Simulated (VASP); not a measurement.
# BN (P1) in VASP: a series of runs, part 2 of 2

VASP 6.6.1.

**3. Single point, PBE (all B atoms moved +0.025 Å, as atom 1 along Cartesian [1 1 0])**

Contents of INCAR:

```
PREC     = Accurate       # precision mode
ENCUT    = 520            # plane-wave cutoff, eV
EDIFF    = 1E-7           # SCF threshold, eV
ISMEAR   = 0              # smearing method
SIGMA    = 0.05           # smearing width, eV
LREAL    = F              # projectors in reciprocal space
LASPH    = T              # aspherical terms in the spheres
NELM     = 80             # most SCF steps
ALGO     = Normal         # electronic algorithm
ISIF     = 2              # what is computed and relaxed
LWAVE    = F              # write WAVECAR
LCHARG   = T              # write CHGCAR
GGA      = PE             # functional
LELF     = T              # ELF
LVHAR    = T            
NBANDS   = 16             # bands
```

Contents of KPOINTS:

```
regular mesh
0
Gamma
  12 12 6
```

Contents of POSCAR:

```
BN
1.0
    2.5539396017      0.0000000000      0.0000000000
   -1.2769698009      2.2117765748      0.0000000000
    0.0000000000      0.0000000000      4.2268550000
B N
2 2
Direct
    0.6775846527      0.3413258538      0.9997240000
    0.3442513193      0.6746591871      0.4997240000
    0.6666666667      0.3333333333      0.6252760000
    0.3333333333      0.6666666667      0.1252760000
```

Potentials or basis: VASP PAW PBE potentials, release 64 (B, N).

The run is started by

```console
$ cat potpaw_PBE.64/B/POTCAR potpaw_PBE.64/N/POTCAR > POTCAR
$ mpirun -np 1 vasp_std > vasp.out
```

OUTCAR:

```text
PREC = Accurate
   ENCUT = 520
   EDIFF = 1E-7
   ISMEAR = 0
   LREAL = F
   LASPH = T
   NELM = 80
   ISIF = 2
   GGA = PE

 ion  position               nearest neighbor table
   1  0.678  0.341  1.000-   4 1.54   4 1.57   3 1.58   4 1.58
   2  0.344  0.675  0.500-   3 1.55   3 1.56   4 1.58   3 1.59
   3  0.667  0.333  0.625-   2 1.55   2 1.56   1 1.58   2 1.59
   4  0.333  0.667  0.125-   1 1.54   1 1.57   2 1.58   1 1.58

  LATTYP: Found a hexagonal cell.
 ALAT       =     2.5539396017
 C/A-ratio  =     1.6550332659

  Lattice vectors:

 A1 = (   2.5539396017,   0.0000000000,   0.0000000000)
 A2 = (  -1.2769698009,   2.2117765748,   0.0000000000)
 A3 = (   0.0000000000,   0.0000000000,   4.2268550000)

Analysis of symmetry for initial positions (statically):
=====================================================================
 Subroutine PRICEL returns:
 Original cell was already a primitive cell.

 Routine SETGRP: Setting up the symmetry group for a
 hexagonal supercell.

 Subroutine GETGRP returns: Found  1 space group operations
 (whereof  1 operations were pure point group operations)
 out of a pool of 24 trial point group operations.

The static configuration has the point symmetry C_1 .

Analysis of symmetry for dynamics (positions and initial velocities):
=====================================================================
 Subroutine PRICEL returns:
 Original cell was already a primitive cell.

 Routine SETGRP: Setting up the symmetry group for a
 hexagonal supercell.

 Subroutine GETGRP returns: Found  1 space group operations
 (whereof  1 operations were pure point group operations)
 out of a pool of 24 trial point group operations.

The dynamic configuration has the point symmetry C_1 .

 Subroutine INISYM returns: Found  1 space group operations
 (whereof  1 operations are pure point group operations),
 and found     1 'primitive' translations

----------------------------------------------------------------------------------------

                                     Primitive cell

  volume of cell :      23.8764

  direct lattice vectors                    reciprocal lattice vectors
     2.553939602  0.000000000  0.000000000     0.391551938  0.226062617  0.000000000
    -1.276969801  2.211776575  0.000000000     0.000000000  0.452125233  0.000000000
     0.000000000  0.000000000  4.226855000     0.000000000  0.000000000  0.236582518

  length of vectors
     2.553939602  2.553939602  4.226855000     0.452125233  0.452125233  0.236582518

  position of ions in fractional coordinates (direct lattice)
     0.677584653  0.341325854  0.999724000
     0.344251319  0.674659187  0.499724000
     0.666666667  0.333333333  0.625276000
     0.333333333  0.666666667  0.125276000

  ion indices of the primitive-cell ions
   primitive index   ion index
                 1           1
                 2           2
                 3           3
                 4           4

----------------------------------------------------------------------------------------

 KPOINTS: regular mesh

Automatic generation of k-mesh.
 Grid dimensions read from file:
 generate k-points for:   12   12    6

 Generating k-lattice:

  Cartesian coordinates                     Fractional coordinates (reciprocal lattice)
     0.032629328  0.018838551  0.000000000     0.083333333  0.000000000  0.000000000
     0.000000000  0.037677103  0.000000000     0.000000000  0.083333333  0.000000000
     0.000000000  0.000000000  0.039430420     0.000000000  0.000000000  0.166666667

  Length of vectors
     0.037677103  0.037677103  0.039430420

  Shift w.r.t. Gamma in fractional coordinates (k-lattice)
     0.000000000  0.000000000  0.000000000

 Subroutine IBZKPT returns following result:
 ===========================================

 Found    436 irreducible k-points:

 Following reciprocal coordinates:
            Coordinates               Weight
  0.000000  0.000000  0.000000      1.000000
  0.083333  0.000000  0.000000      2.000000
  0.000000  0.083333  0.000000      2.000000
 -0.083333  0.083333  0.000000      2.000000
  0.166667  0.000000  0.000000      2.000000
  0.000000  0.166667  0.000000      2.000000
[... 16 lines left out ...]
  0.166667  0.083333  0.000000      2.000000
 -0.083333  0.250000  0.000000      2.000000
 [... further k-points ...]
   k-points           NKPTS =    436   k-points in BZ     NKDIM =    436   number of bands    NBANDS=     16
   number of dos      NEDOS =    301   number of ions     NIONS =      4
   total plane-waves  NPLWV =  12800
   dimension x,y,z NGX =    20 NGY =   20 NGZ =   32
   dimension x,y,z NGXF=    40 NGYF=   40 NGZF=   64
   ions per type =               2   2
   NGX,Y,Z   is equivalent  to a cutoff of  13.02, 13.02, 12.59 a.u.
   NGXF,Y,Z  is equivalent  to a cutoff of  26.04, 26.04, 25.17 a.u.
 SYSTEM =  unknown system
   PREC   = accura    normal or accurate (medium, high low for compatibility)
   ISTART =      0    job   : 0-new  1-cont  2-samecut
   ICHARG =      2    charge: 1-file 2-atom 10-const
   ISPIN  =      1    spin polarized calculation?
   LNONCOLLINEAR =      F non collinear calculations
   LSORBIT =      F    spin-orbit coupling
   LASPH  =      T    aspherical Exc in radial PAW
   ENCUT  =  520.0 eV  38.22 Ry    6.18 a.u.   4.75  4.75  7.86*2*pi/ulx,y,z
   NELM   =     80;   NELMIN=  2; NELMDL= -5     # of ELM steps
   EDIFF  = 0.1E-06   stopping-criterion for ELM
   LREAL  =      F    real-space projection
   EDIFFG = 0.1E-05   stopping-criterion for IOM
   NSW    =      0    number of steps for IOM
   IBRION =     -1    ionic relax: 0-MD 1-quasi-New 2-CG
   NFREE  =      0    steps in history (QN), initial steepest desc. (CG)
   ISIF   =      2    stress and relaxation
   ISYM   =      2    0-nonsym 1-usesym 2-fastsym
   POTIM  = 0.5000    time-step for ionic-motion
   TEBEG  =    0.0;   TEEND  =   0.0 temperature during run
   PSTRESS=    0.0 pullay stress
   NELECT =      16.0000    total number of electrons
   NUPDOWN=      -1.0000    fix difference up-down
   EMIN   =  10.00;   EMAX   =-10.00  energy-range for DOS
   EFERMI =   0.00;   METHOD = LEGACY
   ISMEAR =     0;   SIGMA  =   0.05  broadening in eV -4-tet -1-fermi 0-gaus
   EFERMI_NEDOS =   21; number of points for ismear=-14 and -15
   IALGO  =     38    algorithm
   IMIX   =      4    mixing-type and parameters
     AMIX     =   0.40;   BMIX     =  1.00
     AMIX_MAG =   1.60;   BMIX_MAG =  1.00
  volume/ion in A,a.u.               =       5.97        40.28
  Fermi-wavevector in a.u.,A,eV,Ry     =   1.432600  2.707222 27.923836  2.052344
  Thomas-Fermi vector in A             =   2.552210
   LORBIT       =      0    0 simple, 1 ext, 2 COOP (PROOUT), +10 PAW based schemes
   GGA     = PE    functional components
   LHFCALC =     F    Hartree Fock is set to
   AEXX    =    0.0000 exact exchange contribution
   IVDW    =     0    specifies the selected vdW correction
   LEPSILON=     F    determine dielectric tensor
   LRPA    =     F    only Hartree local field effects (RPA)
 non-spin polarized calculation
 Gauss-broadening in eV      SIGMA  =   0.05
  energy-cutoff  :      520.00
  volume of cell :       23.88
 maximum number of plane-waves:       660
   NGX =  9   NGY =  9   NGZ = 15

 number of electron      16.0000000 magnetization

 Free energy of the ion-electron system (eV)
  ---------------------------------------------------
  ext. energy  EPLUGINS =         0.00000000
  ---------------------------------------------------
  free energy    TOTEN  =       -34.81745897 eV

  energy without entropy =      -34.81745897  energy(sigma->0) =      -34.81745897

 E-fermi :   7.8075     XC(G=0): -12.7611

 val. band max:        7.4910101212   @ k =   0.0000   0.0000   0.0000
 cond. band min:      12.6238798101   @ k =   0.3333   0.3333   0.0000
 fundamental gap:      5.1328696889
 Fermi energy:         7.8075164192

 k-point     1 :       0.0000    0.0000    0.0000
  band No.  band energies     occupation
      1     -12.8574      2.00000
      2      -8.7585      2.00000
      3      -3.3941      2.00000
      4       5.3156      2.00000
      5       5.3186      2.00000
      6       7.1112      2.00000
[... 433 lines left out ...]
      3      -2.3732      2.00000
      4       1.9622      2.00000
      5       3.3512      2.00000
      6       4.7287      2.00000
[... 8 lines left out ...]
     15      21.9806      0.00000
     16      22.6429      0.00000

 [... further k-points ...]

------------------------ aborting loop because EDIFF is reached ----------------------------------------

  FORCE on cell =-STRESS in cart. coord.  units (eV):
  Direction    XX          YY          ZZ          XY          YZ          ZX
  --------------------------------------------------------------------------------------
  -------------------------------------------------------------------------------------
  Total        0.1028607      0.1028154     -0.0386088      0.0169476      0.0841734      0.0841739
  in kB        6.9022534      6.8992095     -2.5907627      1.1372350      5.6482793      5.6483135
  external PRESSURE =       3.7369001 kB  Pullay stress =       0.0000000 kB

 VOLUME and BASIS-vectors are now :
 -----------------------------------------------------------------------------
  energy-cutoff  :      520.00
  volume of cell :       23.88
      direct lattice vectors                 reciprocal lattice vectors
     2.553939602  0.000000000  0.000000000     0.391551938  0.226062617  0.000000000
    -1.276969801  2.211776575  0.000000000     0.000000000  0.452125233  0.000000000
     0.000000000  0.000000000  4.226855000     0.000000000  0.000000000  0.236582518

 POSITION                                       TOTAL-FORCE (eV/Angst)
 -----------------------------------------------------------------------------------
      1.29465      0.75494      4.22569        -0.452250     -0.430957     -0.002436
      0.01768      1.49220      2.11226        -0.409660     -0.430953     -0.001809
      1.27697      0.73726      2.64295         0.408118      0.430953      0.001797
     -0.00000      1.47452      0.52952         0.453792      0.430957      0.002448
 -----------------------------------------------------------------------------------
    total drift:                                0.000051      0.000051      0.000174

  FREE ENERGIE OF THE ION-ELECTRON SYSTEM (eV)
  ---------------------------------------------------
  free  energy   TOTEN  =       -34.8174589702 eV

  energy  without entropy=      -34.8174589702  energy(sigma->0) =      -34.81745897
```

It took 54 s on 1 thread of Intel Xeon 6975P-C (Granite Rapids), shared host; peak memory 0.24 GiB.

Results:

* Free energy: -34.8175 eV
* Pressure: 0.4 GPa
* Largest force: 0.626 eV/Å
* Band gap on the k mesh: 5.13 eV, indirect (least direct gap 8.16 eV)

Forces on the atoms (eV/Å):
```
B   -0.452 -0.431 -0.002
B   -0.410 -0.431 -0.002
N    0.408  0.431  0.002
N    0.454  0.431  0.002
```

Stress tensor (GPa, compression positive):
```
 0.69  0.11  0.56
 0.11  0.69  0.56
 0.56  0.56 -0.26
```

Caveat: the cell differs from its parent crystal (all B atoms moved +0.025 Å, as atom 1 along Cartesian [1 1 0]). A k mesh can miss the band edges.

**4. Single point, PBE (all B atoms moved +0.087 Å, as atom 1 along Cartesian [1 1 0])**

Contents of INCAR:

```
SYSTEM = BN
PREC = Accurate ; ENCUT = 520
EDIFF = 1E-6 ; ISMEAR = 0
SIGMA = 0.05 ; LREAL = .False.
LASPH = .True. ; NELM = 100
ALGO = Normal ; ISIF = 2
LWAVE = .False. ; LCHARG = .False.
GGA = PE ; NBANDS = 16
```

Contents of KPOINTS:

```
Automatic mesh
0
Gamma
  12 12 6
  0 0 0
```

Edit POSCAR of step 3 so:

```diff
@@ -8,4 +8,4 @@
 Direct
-    0.6775846527      0.3413258538      0.9997240000
-    0.3442513193      0.6746591871      0.4997240000
+    0.7048796176      0.3613071549      0.9997240000
+    0.3715462843      0.6946404883      0.4997240000
     0.6666666667      0.3333333333      0.6252760000
```

The run is started by

```console
$ cat potpaw_PBE.64/B/POTCAR potpaw_PBE.64/N/POTCAR > POTCAR
$ mpirun -np 1 vasp_std > vasp.out
```

Wall time 53 s (1 thread of Intel Xeon 6975P-C (Granite Rapids), shared host); peak memory 0.24 GiB.

Results (log left out):

- Free energy: -34.6464 eV
- Pressure: 2.4 GPa
- Largest force: 2.342 eV/Å
- Band gap on the k mesh: 4.75 eV, indirect (least direct gap 7.69 eV)

Forces on the atoms (eV/Å):
```
B   -1.766 -1.504 -0.200
B   -1.242 -1.503 -0.173
N    1.223  1.503  0.173
N    1.784  1.504  0.201
```

Stress tensor (GPa, compression positive):
```
3.40 1.40 2.01
1.40 3.35 2.01
2.01 2.01 0.48
```

Levels at points of the mesh, in eV from the valence-band top:
```tsv
k point	band 6	band 7	band 8	band 9	band 10	band 11
(0.00, 0.00, 0.00)	-0.89	-0.23	0.00	7.74	7.77	8.14
(0.50, 0.00, 0.00)	-5.37	-4.77	-2.47	6.28	7.50	10.13
(0.00, 0.50, 0.00)	-5.29	-4.80	-2.42	6.16	7.34	9.97
(0.50, 0.50, 0.00)	-5.19	-4.84	-2.36	6.05	7.20	9.90
(0.00, 0.00, 0.50)	-2.17	-0.90	-0.87	8.18	8.40	8.88
(0.50, 0.00, 0.50)	-3.97	-3.94	-3.72	5.92	6.34	9.06
(0.00, 0.50, 0.50)	-4.22	-3.74	-3.54	5.92	6.22	9.09
(0.50, 0.50, 0.50)	-4.43	-3.55	-3.47	5.96	6.06	9.22
```

Caveat: the cell differs from its parent crystal (all B atoms moved +0.087 Å, as atom 1 along Cartesian [1 1 0]); forces of over 1 eV/Å act on the atoms, so gaps and moduli don't describe the material at rest. A k mesh can miss the band edges.

**5. Single point, PBE (all B atoms moved +0.062 Å, as atom 1 along Cartesian [1 1 0])**

Contents of INCAR:

```
PREC     = Accurate       # precision mode
ENCUT    = 520            # plane-wave cutoff, eV
EDIFF    = 1E-6           # SCF threshold, eV
ISMEAR   = 0              # smearing method
SIGMA    = 0.05           # smearing width, eV
LREAL    = False          # projectors in reciprocal space
LASPH    = True           # aspherical terms in the spheres
NELM     = 100            # most SCF steps
ALGO     = Normal         # electronic algorithm
ISIF     = 2              # what is computed and relaxed
LWAVE    = False          # write WAVECAR
LCHARG   = False          # write CHGCAR
GGA      = PE             # functional
NBANDS   = 16             # bands
```

Contents of KPOINTS:

```
regular mesh
0
Gamma
  12 12 6
```

Edit POSCAR of step 4 so:

```diff
@@ -8,4 +8,4 @@
 Direct
-    0.7048796176      0.3613071549      0.9997240000
-    0.3715462843      0.6946404883      0.4997240000
+    0.6939616316      0.3533146345      0.9997240000
+    0.3606282983      0.6866479678      0.4997240000
     0.6666666667      0.3333333333      0.6252760000
```

The run is started by

```console
$ cat potpaw_PBE.64/B/POTCAR potpaw_PBE.64/N/POTCAR > POTCAR
$ mpirun -np 1 vasp_std > vasp.out
```

Run time: 54 s. Hardware: 1 thread of Intel Xeon 6975P-C (Granite Rapids), shared host; peak memory 0.23 GiB.

Results (log left out):

- Free energy: -34.7375 eV
- Pressure: 1.3 GPa
- Largest force: 1.628 eV/Å
- Band gap on the k mesh: 4.92 eV, indirect (least direct gap 7.91 eV)

Forces on the atoms (eV/Å):
```
B   -1.209 -1.076 -0.093
B   -0.942 -1.076 -0.083
N    0.933  1.076  0.083
N    1.219  1.076  0.093
```

Stress tensor (GPa, compression positive):
```
1.95 0.71 1.42
0.71 1.94 1.42
1.42 1.42 0.08
```

Levels at points of the mesh, in eV from the valence-band top:
```csv
k point,band 5,band 6,band 7,band 8,band 9,band 10,band 11,band 12
"(0.00, 0.00, 0.00)",-2.44,-0.69,-0.16,0.00,7.97,8.00,8.30,9.02
"(0.50, 0.00, 0.00)",-7.08,-5.21,-4.62,-2.34,6.42,7.66,10.28,11.15
"(0.00, 0.50, 0.00)",-7.10,-5.16,-4.64,-2.31,6.36,7.58,10.19,11.32
"(0.50, 0.50, 0.00)",-7.12,-5.11,-4.66,-2.28,6.31,7.50,10.12,11.44
"(0.00, 0.00, 0.50)",-1.89,-1.87,-0.94,-0.93,8.62,8.80,9.12,9.44
"(0.50, 0.00, 0.50)",-4.24,-3.84,-3.81,-3.66,6.14,6.44,9.35,10.06
"(0.00, 0.50, 0.50)",-4.29,-4.03,-3.67,-3.53,6.15,6.37,9.39,9.91
"(0.50, 0.50, 0.50)",-4.28,-4.19,-3.54,-3.49,6.19,6.27,9.50,9.69
```

Caveat: the cell differs from its parent crystal (all B atoms moved +0.062 Å, as atom 1 along Cartesian [1 1 0]); forces of over 1 eV/Å act on the atoms, so gaps and moduli don't describe the material at rest. A k mesh can miss the band edges.

**6. Single point, PBE (all B atoms moved +0.037 Å, as atom 1 along Cartesian [1 1 0])**

Contents of INCAR:

```
PREC     = Accurate       # precision mode
ENCUT    = 520            # plane-wave cutoff, eV
EDIFF    = 1E-6           # SCF threshold, eV
ISMEAR   = 0              # smearing method
SIGMA    = 0.05           # smearing width, eV
LREAL    = F              # projectors in reciprocal space
LASPH    = T              # aspherical terms in the spheres
NELM     = 80             # most SCF steps
ALGO     = Normal         # electronic algorithm
ISIF     = 2              # what is computed and relaxed
LWAVE    = F              # write WAVECAR
LCHARG   = F              # write CHGCAR
GGA      = PE             # functional
NBANDS   = 16             # bands
```

Contents of KPOINTS:

```
Automatic mesh
0
Gamma
  12 12 6
```

Edit POSCAR of step 5 so:

```diff
@@ -8,4 +8,4 @@
 Direct
-    0.6939616316      0.3533146345      0.9997240000
-    0.3606282983      0.6866479678      0.4997240000
+    0.6830436457      0.3453221140      0.9997240000
+    0.3497103123      0.6786554474      0.4997240000
     0.6666666667      0.3333333333      0.6252760000
```

Potentials or basis: VASP PAW PBE potentials, release 64 (B, N).

The run is started by

```console
$ cat potpaw_PBE.64/B/POTCAR potpaw_PBE.64/N/POTCAR > POTCAR
$ mpirun -np 1 vasp_std > vasp.out
```

Run time: 61 s. Hardware: 1 thread of Intel Xeon 6975P-C (Granite Rapids), shared host; peak memory 0.24 GiB.

Results (log left out):

```
Free energy            : -34.7984 eV
Pressure               : 0.6 GPa
Largest force          : 0.951 eV/Å
Band gap on the k mesh : 5.07 eV, indirect (least direct gap 8.09 eV)
```

Forces on the atoms (eV/Å):
```
B   -0.694 -0.646 -0.024
B   -0.598 -0.646 -0.022
N    0.595  0.646  0.022
N    0.698  0.646  0.024
```

Stress tensor (GPa, compression positive):
```
 0.99  0.26  0.85
 0.26  0.99  0.85
 0.85  0.85 -0.18
```

Levels at points of the mesh, in eV from the valence-band top:
| k point | band 4 | band 5 | band 6 | band 7 | band 8 | band 9 | band 10 | band 11 | band 12 | band 13 |
| --- | --- | --- | --- | --- | --- | --- | --- | --- | --- | --- |
| (0.00, 0.00, 0.00) | -2.25 | -2.25 | -0.48 | -0.08 | 0.00 | 8.17 | 8.19 | 8.42 | 9.24 | 10.52 |
| (0.50, 0.00, 0.00) | -7.87 | -6.96 | -5.06 | -4.48 | -2.21 | 6.56 | 7.81 | 10.43 | 11.28 | 12.66 |
| (0.00, 0.50, 0.00) | -7.87 | -6.97 | -5.04 | -4.49 | -2.20 | 6.54 | 7.78 | 10.39 | 11.35 | 12.67 |
| (0.50, 0.50, 0.00) | -7.86 | -6.98 | -5.02 | -4.50 | -2.19 | 6.52 | 7.75 | 10.35 | 11.40 | 12.69 |
| (0.00, 0.00, 0.50) | -5.80 | -1.56 | -1.56 | -0.99 | -0.99 | 9.06 | 9.16 | 9.39 | 9.56 | 10.22 |
| (0.50, 0.00, 0.50) | -9.97 | -4.00 | -3.74 | -3.68 | -3.60 | 6.34 | 6.52 | 9.64 | 10.06 | 13.92 |
| (0.00, 0.50, 0.50) | -9.99 | -4.02 | -3.85 | -3.61 | -3.53 | 6.35 | 6.49 | 9.67 | 9.98 | 13.99 |
| (0.50, 0.50, 0.50) | -10.03 | -4.01 | -3.95 | -3.53 | -3.50 | 6.39 | 6.43 | 9.75 | 9.86 | 14.10 |

Caveat: the cell differs from its parent crystal (all B atoms moved +0.037 Å, as atom 1 along Cartesian [1 1 0]).
